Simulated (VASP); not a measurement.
# Zn (Im-3m) in VASP: further runs

Zn is run at these levels: LDA; tasks: single point, relaxation of cell and atoms.

Everything below comes from runs of VASP 6.6.1. Logs are shortened: lines on timing, memory, paths and dates and some standing lists are left out, and cuts for length are marked.

## Step 1: The cell of the first run

It takes space group Im-3m (No. 229, cubic). Conventional cell: a = 3.008 Å, b = 3.008 Å, c = 3.008 Å, α = 90.00°, β = 90.00°, γ = 90.00°. Within 3.4 Å of Zn (site symmetry m-3m) lie 14 Zn at 2.61 to 3.01 Å.

## Step 2: Single point, LDA

Input file INCAR:

```
SYSTEM = Zn
PREC     = Accurate       ! precision mode
ENCUT    = 520            ! plane-wave cutoff, eV
EDIFF    = 1E-6           ! SCF threshold, eV
ISMEAR   = 1              ! smearing method
SIGMA    = 0.1            ! smearing width, eV
LREAL    = .False.        ! projectors in reciprocal space
LASPH    = .True.         ! aspherical terms in the spheres
NELM     = 80             ! most SCF steps
ALGO     = Normal         ! electronic algorithm
ISIF     = 2              ! what is computed and relaxed
LWAVE    = .False.        ! write WAVECAR
LCHARG   = .True.         ! write CHGCAR
LELF     = .True.         ! ELF
LVHAR    = .True.       
NBANDS   = 12             ! bands
```

Input file KPOINTS:

```
regular mesh
0
Gamma
  11 11 11
  0 0 0
```

Input file POSCAR:

```
Zn
1.0
   -1.5041337443      1.5041337443      1.5041337443
    1.5041337443     -1.5041337443      1.5041337443
    1.5041337443      1.5041337443     -1.5041337443
Zn
1
Direct
    0.0000000000      0.0000000000      0.0000000000
```

Potentials or basis: VASP PAW LDA potentials, release 64 (Zn).

Run with:

```
$ cat potpaw_LDA.64/Zn/POTCAR > POTCAR
$ mpirun -np 1 vasp_std > vasp.out
```

OUTCAR:

```text
SYSTEM = Zn
   PREC = Accurate
   ENCUT = 520
   EDIFF = 1E-6
   ISMEAR = 1
   LREAL = .False.
   LASPH = .True.
   NELM = 80
   ISIF = 2

 ion  position               nearest neighbor table
   1  0.000  0.000  0.000-

  LATTYP: Found a body centered cubic cell.
 ALAT       =     3.0082674886

  Lattice vectors:

 A1 = (  -1.5041337443,   1.5041337443,   1.5041337443)
 A2 = (   1.5041337443,  -1.5041337443,   1.5041337443)
 A3 = (   1.5041337443,   1.5041337443,  -1.5041337443)

Analysis of symmetry for initial positions (statically):
=====================================================================
 Subroutine PRICEL returns:
 Original cell was already a primitive cell.

 Routine SETGRP: Setting up the symmetry group for a
 body centered cubic supercell.

 Subroutine GETGRP returns: Found 48 space group operations
 (whereof 48 operations were pure point group operations)
 out of a pool of 48 trial point group operations.

The static configuration has the point symmetry O_h .

Analysis of symmetry for dynamics (positions and initial velocities):
=====================================================================
 Subroutine PRICEL returns:
 Original cell was already a primitive cell.

 Routine SETGRP: Setting up the symmetry group for a
 body centered cubic supercell.

 Subroutine GETGRP returns: Found 48 space group operations
 (whereof 48 operations were pure point group operations)
 out of a pool of 48 trial point group operations.

The dynamic configuration has the point symmetry O_h .

 Subroutine INISYM returns: Found 48 space group operations
 (whereof 48 operations are pure point group operations),
 and found     1 'primitive' translations

----------------------------------------------------------------------------------------

                                     Primitive cell

  volume of cell :      13.6119

  direct lattice vectors                    reciprocal lattice vectors
    -1.504133744  1.504133744  1.504133744     0.000000000  0.332417248  0.332417248
     1.504133744 -1.504133744  1.504133744     0.332417248  0.000000000  0.332417248
     1.504133744  1.504133744 -1.504133744     0.332417248  0.332417248  0.000000000

  length of vectors
     2.605236067  2.605236067  2.605236067     0.470108981  0.470108981  0.470108981

  position of ions in fractional coordinates (direct lattice)
     0.000000000  0.000000000  0.000000000

  ion indices of the primitive-cell ions
   primitive index   ion index
                 1           1

----------------------------------------------------------------------------------------

 KPOINTS: regular mesh

Automatic generation of k-mesh.
 Grid dimensions read from file:
 generate k-points for:   11   11   11

 Generating k-lattice:

  Cartesian coordinates                     Fractional coordinates (reciprocal lattice)
     0.000000000  0.030219750  0.030219750     0.090909091  0.000000000  0.000000000
     0.030219750  0.000000000  0.030219750     0.000000000  0.090909091  0.000000000
     0.030219750  0.030219750  0.000000000     0.000000000  0.000000000  0.090909091

  Length of vectors
     0.042737180  0.042737180  0.042737180

  Shift w.r.t. Gamma in fractional coordinates (k-lattice)
     0.000000000  0.000000000  0.000000000

 Subroutine IBZKPT returns following result:
 ===========================================

 Found     56 irreducible k-points:

 Following reciprocal coordinates:
            Coordinates               Weight
  0.000000  0.000000  0.000000      1.000000
  0.090909  0.000000  0.000000     12.000000
  0.181818  0.000000  0.000000     12.000000
  0.272727  0.000000  0.000000     12.000000
  0.363636  0.000000  0.000000     12.000000
  0.454545  0.000000  0.000000     12.000000
[... 16 lines left out ...]
  0.272727  0.181818  0.090909     48.000000
  0.363636  0.181818  0.090909     24.000000
 [... further k-points ...]
   k-points           NKPTS =     56   k-points in BZ     NKDIM =     56   number of bands    NBANDS=     12
   number of dos      NEDOS =    301   number of ions     NIONS =      1
   total plane-waves  NPLWV =   8000
   dimension x,y,z NGX =    20 NGY =   20 NGZ =   20
   dimension x,y,z NGXF=    40 NGYF=   40 NGZF=   40
   ions per type =               1
   NGX,Y,Z   is equivalent  to a cutoff of  12.76, 12.76, 12.76 a.u.
   NGXF,Y,Z  is equivalent  to a cutoff of  25.52, 25.52, 25.52 a.u.
 SYSTEM =  Zn
   PREC   = accura    normal or accurate (medium, high low for compatibility)
   ISTART =      0    job   : 0-new  1-cont  2-samecut
   ICHARG =      2    charge: 1-file 2-atom 10-const
   ISPIN  =      1    spin polarized calculation?
   LNONCOLLINEAR =      F non collinear calculations
   LSORBIT =      F    spin-orbit coupling
   LASPH  =      T    aspherical Exc in radial PAW
   ENCUT  =  520.0 eV  38.22 Ry    6.18 a.u.   4.84  4.84  4.84*2*pi/ulx,y,z
   NELM   =     80;   NELMIN=  2; NELMDL= -5     # of ELM steps
   EDIFF  = 0.1E-05   stopping-criterion for ELM
   LREAL  =      F    real-space projection
   EDIFFG = 0.1E-04   stopping-criterion for IOM
   NSW    =      0    number of steps for IOM
   IBRION =     -1    ionic relax: 0-MD 1-quasi-New 2-CG
   NFREE  =      0    steps in history (QN), initial steepest desc. (CG)
   ISIF   =      2    stress and relaxation
   ISYM   =      2    0-nonsym 1-usesym 2-fastsym
   POTIM  = 0.5000    time-step for ionic-motion
   TEBEG  =    0.0;   TEEND  =   0.0 temperature during run
   PSTRESS=    0.0 pullay stress
   NELECT =      12.0000    total number of electrons
   NUPDOWN=      -1.0000    fix difference up-down
   EMIN   =  10.00;   EMAX   =-10.00  energy-range for DOS
   EFERMI =   0.00;   METHOD = LEGACY
   ISMEAR =     1;   SIGMA  =   0.10  broadening in eV -4-tet -1-fermi 0-gaus
   EFERMI_NEDOS =   21; number of points for ismear=-14 and -15
   IALGO  =     38    algorithm
   IMIX   =      4    mixing-type and parameters
     AMIX     =   0.40;   BMIX     =  1.00
     AMIX_MAG =   1.60;   BMIX_MAG =  1.00
  volume/ion in A,a.u.               =      13.61        91.86
  Fermi-wavevector in a.u.,A,eV,Ry     =   1.569744  2.966386 33.526059  2.464096
  Thomas-Fermi vector in A             =   2.671581
   LORBIT       =      0    0 simple, 1 ext, 2 COOP (PROOUT), +10 PAW based schemes
   GGA     = CA    functional components
   LHFCALC =     F    Hartree Fock is set to
   AEXX    =    0.0000 exact exchange contribution
   IVDW    =     0    specifies the selected vdW correction
   LEPSILON=     F    determine dielectric tensor
   LRPA    =     F    only Hartree local field effects (RPA)
 non-spin polarized calculation
 Methfessel and Paxton  Order N= 1 SIGMA  =   0.10
  energy-cutoff  :      520.00
  volume of cell :       13.61
 maximum number of plane-waves:       378
   NGX =  9   NGY =  9   NGZ =  9

 number of electron      11.9999990 magnetization

 Free energy of the ion-electron system (eV)
  ---------------------------------------------------
  ext. energy  EPLUGINS =         0.00000000
  ---------------------------------------------------
  free energy    TOTEN  =        -1.78375474 eV

  energy without entropy =       -1.78351648  energy(sigma->0) =       -1.78367532

 E-fermi :   3.9294     XC(G=0): -12.5037

 val. band max:        3.8924046110   @ k =   0.4545   0.0000   0.0000
 cond. band min:       4.1057913900   @ k =  -0.4545   0.4545   0.0909
 fundamental gap:      0.2133867790
 Fermi energy:         3.9294303637

 k-point     1 :       0.0000    0.0000    0.0000
  band No.  band energies     occupation
      1      -7.5779      2.00000
      2      -4.3965      2.00000
      3      -4.3965      2.00000
      4      -4.3965      2.00000
      5      -3.7668      2.00000
      6      -3.7668      2.00000
      7      24.7500      0.00000
      8      24.7500      0.00000
      9      24.7500      0.00000
     10      25.7960      0.00000
     11      25.7960      0.00000
     12      25.7960      0.00000

 k-point     2 :       0.0909    0.0000    0.0000
  band No.  band energies     occupation
      1      -7.2944      2.00000
      2      -4.4273      2.00000
      3      -4.3903      2.00000
      4      -4.3208      2.00000
      5      -3.7950      2.00000
      6      -3.7648      2.00000
      7      21.0389      0.00000
      8      22.8867      0.00000
      9      23.3072      0.00000
     10      24.3653      0.00000
     11      24.6501      0.00000
     12      25.7804      0.00000

 k-point     3 :       0.1818    0.0000    0.0000
  band No.  band energies     occupation
      1      -6.4893      2.00000
      2      -4.5096      2.00000
      3      -4.3519      2.00000
      4      -4.1123      2.00000
      5      -3.8438      2.00000
      6      -3.7582      2.00000
      7      16.0765      0.00000
      8      20.4324      0.00000
      9      21.1067      0.00000
     10      22.7219      0.00000
     11      23.6608      0.00000
     12      26.7191      0.00000
[... 286 lines left out ...]
 k-point    23 :       0.2727    0.1818    0.0909
  band No.  band energies     occupation
      1      -4.8503      2.00000
      2      -4.6870      2.00000
      3      -4.1476      2.00000
      4      -3.7711      2.00000
      5      -3.7111      2.00000
      6       0.4486      2.00000
      7       6.7072      0.00000
      8       9.6756      0.00000
      9      12.6571      0.00000
     10      27.9833      0.00000
     11      30.6029      0.00000
     12      31.4817      0.00000

 k-point    24 :       0.3636    0.1818    0.0909
  band No.  band energies     occupation
      1      -4.8784      2.00000
      2      -4.7104      2.00000
      3      -4.0523      2.00000
      4      -3.7553      2.00000
      5      -3.7045      2.00000
      6       2.7234      2.00000
      7       3.8793      1.74120
      8       9.3749      0.00000
      9      12.3745      0.00000
     10      27.7909      0.00000
     11      30.8638      0.00000
     12      32.8329      0.00000

 [... further k-points ...]

------------------------ aborting loop because EDIFF is reached ----------------------------------------

  FORCE on cell =-STRESS in cart. coord.  units (eV):
  Direction    XX          YY          ZZ          XY          YZ          ZX
  --------------------------------------------------------------------------------------
  -------------------------------------------------------------------------------------
  Total        0.0628720      0.0628720      0.0628720     -0.0000000     -0.0000000     -0.0000000
  in kB        7.4002838      7.4002838      7.4002838     -0.0000000     -0.0000000     -0.0000000
  external PRESSURE =       7.4002838 kB  Pullay stress =       0.0000000 kB

 VOLUME and BASIS-vectors are now :
 -----------------------------------------------------------------------------
  energy-cutoff  :      520.00
  volume of cell :       13.61
      direct lattice vectors                 reciprocal lattice vectors
    -1.504133744  1.504133744  1.504133744     0.000000000  0.332417248  0.332417248
     1.504133744 -1.504133744  1.504133744     0.332417248  0.000000000  0.332417248
     1.504133744  1.504133744 -1.504133744     0.332417248  0.332417248  0.000000000

 POSITION                                       TOTAL-FORCE (eV/Angst)
 -----------------------------------------------------------------------------------
      0.00000      0.00000      0.00000         0.000000     -0.000000     -0.000000
 -----------------------------------------------------------------------------------
    total drift:                                0.000000     -0.000000      0.000000

  FREE ENERGIE OF THE ION-ELECTRON SYSTEM (eV)
  ---------------------------------------------------
  free  energy   TOTEN  =        -1.7837547368 eV

  energy  without entropy=       -1.7835164823  energy(sigma->0) =       -1.78367532
```

Wall time 3.4 s (1 thread of Intel Xeon 6975P-C (Granite Rapids), shared host); peak memory 0.12 GiB.

What came out:

| Item | Value |
| --- | --- |
| Free energy | -1.7838 eV |
| Pressure | 0.7 GPa |
| Band gap on the k mesh | zero (band 6 reaches 7.12 eV, above the bottom of band 7 at 3.15 eV) |

Levels at points of the mesh, in eV from the Fermi level:
| k point | band 2 | band 3 | band 4 | band 5 | band 6 | band 7 | band 8 | band 9 | band 10 | band 11 |
| --- | --- | --- | --- | --- | --- | --- | --- | --- | --- | --- |
| (0.00, 0.00, 0.00) | -8.33 | -8.33 | -8.33 | -7.70 | -7.70 | 20.82 | 20.82 | 20.82 | 21.87 | 21.87 |

## Step 3: Relaxation of cell and atoms, LDA

This run uses another cell than the first one, of 15.45 Å³/atom, 1.135 times its volume.

Input file INCAR:

```
SYSTEM = Zn
ALGO = Normal ; EDIFF = 1E-7
EDIFFG = -0.03 ; ENCUT = 600
IBRION = 2 ; ISIF = 3
ISMEAR = 1 ; LASPH = .True.
LCHARG = .False. ; LREAL = .False.
LWAVE = .False. ; NELM = 100
NSW = 80 ; PREC = Accurate
SIGMA = 0.1
```

Input file KPOINTS:

```
k-points
0
Gamma
  11 11 11
  0 0 0
```

Input file POSCAR:

```
Zn
1.0
   -1.5690370000      1.5690370000      1.5690370000
    1.5690370000     -1.5690370000      1.5690370000
    1.5690370000      1.5690370000     -1.5690370000
Zn
1
Direct
    0.0000000000      0.0000000000      0.0000000000
```

Potentials or basis: VASP PAW LDA potentials, release 64 (Zn).

Run with:

```
$ cat potpaw_LDA.64/Zn/POTCAR > POTCAR
$ mpirun -np 1 vasp_std > vasp.out
```

Wall time 33 s (1 thread of AMD EPYC 7R13 (Zen 3), shared host); peak memory 0.11 GiB.

It converged, with:

```yaml
Free_energy: -1.7846 eV
Relaxed_volume: 13.67 Å³/atom
Relaxed_cell: a = 2.609 Å, b = 2.609 Å, c = 2.609 Å, α = 109.47°, β = 109.47°, γ = 109.47°
Space_group_after_relaxing_to_0.05_Å: Im-3m (No. 229)
Energy_gained_by_relaxing: 55.1 meV/atom
Ionic_steps: 3
Pressure_after_relaxing: 0.2 GPa
Band_gap_on_the_k_mesh: zero (band 6 reaches 7.07 eV, above the bottom of band 7 at 3.10 eV)
```

Step by step:
```tsv
step	energy change (eV)	largest force (eV/Å)	pressure (GPa)	volume (Å³)
1	0.0000	0.0000	-8.87	15.45
2	-0.0550	0.0000	0.41	13.62
3	-0.0551	0.0000	0.16	13.67
```

Final structure:
```
Zn
1.0
    -1.50638    1.50638    1.50638
     1.50638   -1.50638    1.50638
     1.50638    1.50638   -1.50638
Zn
1
Direct
  0.00000 0.00000 0.00000
```

Levels at points of the mesh, in eV from the Fermi level:
| k point | band 2 | band 3 | band 4 | band 5 | band 6 | band 7 | band 8 | band 9 | band 10 |
| --- | --- | --- | --- | --- | --- | --- | --- | --- | --- |
| (0.00, 0.00, 0.00) | -8.30 | -8.30 | -8.30 | -7.68 | -7.68 | 20.75 | 20.75 | 20.75 | 21.84 |

## Step 4: Relaxation of cell and atoms, LDA, target pressure 20 GPa, at which the enthalpy is minimised

This run uses another cell than the first one, of 15.45 Å³/atom, 1.135 times its volume.

Input file INCAR:

```
SYSTEM = Zn
PREC     = Accurate       ! precision mode
ENCUT    = 600            ! plane-wave cutoff, eV
EDIFF    = 1E-7           ! SCF threshold, eV
ISMEAR   = 1              ! smearing method
SIGMA    = 0.1            ! smearing width, eV
LREAL    = .FALSE.        ! projectors in reciprocal space
LASPH    = .TRUE.         ! aspherical terms in the spheres
NELM     = 100            ! most SCF steps
ALGO     = Normal         ! electronic algorithm
ISIF     = 3              ! what is computed and relaxed
LWAVE    = .FALSE.        ! write WAVECAR
LCHARG   = .FALSE.        ! write CHGCAR
IBRION   = 2              ! ionic algorithm
NSW      = 80             ! ionic steps
EDIFFG   = -0.03          ! ionic threshold
PSTRESS  = 200.0
```

Input file KPOINTS:

```
regular mesh
0
G
  11 11 11
  0 0 0
```

POSCAR is that of step 3.

Run with:

```
$ cat potpaw_LDA.64/Zn/POTCAR > POTCAR
$ mpirun -np 1 vasp_std > vasp.out
```

It took 46 s on 1 thread of AMD EPYC 7R13 (Zen 3), shared host; peak memory 0.11 GiB.

It converged, with:

```
Free energy                                            : -1.6903 eV
Relaxed volume                                         : 11.94 Å³/atom
Relaxed cell                                           : a = 2.494 Å, b = 2.494 Å, c = 2.494 Å, α = 109.47°, β = 109.47°, γ = 109.47°
Space group after relaxing (to 0.05 Å)                 : Im-3m (No. 229)
Energy change on relaxing (the enthalpy is what falls) : +39.2 meV/atom
Ionic steps                                            : 4
Pressure after relaxing                                : 19.8 GPa
Band gap on the k mesh                                 : zero (band 6 reaches 8.45 eV, above the bottom of band 7 at 4.63 eV)
```

The path:
```csv
step,energy change (eV),largest force (eV/Å),pressure (GPa),volume (Å³)
1,0.0000,0.0000,-8.87,15.45
2,0.5274,0.0000,68.89,10.02
3,0.0316,0.0000,18.75,12.00
4,0.0392,0.0000,19.77,11.94
```

Final structure:
```
Zn
1.0
    -1.43965    1.43965    1.43965
     1.43965   -1.43965    1.43965
     1.43965    1.43965   -1.43965
Zn
1
Direct
  0.00000 0.00000 0.00000
```

Levels at points of the mesh, in eV from the Fermi level:
```csv
k point,band 4,band 5,band 6,band 7,band 8,band 9
"(0.00, 0.00, 0.00)",-9.11,-8.33,-8.33,22.77,22.77,23.08
```

Caveat: the cell is relaxed towards a set pressure, so the enthalpy falls and the energy may rise; the volume moved by over 15 % at a fixed basis, so the end points are rough.

(Part 1 of 2 ends here.)
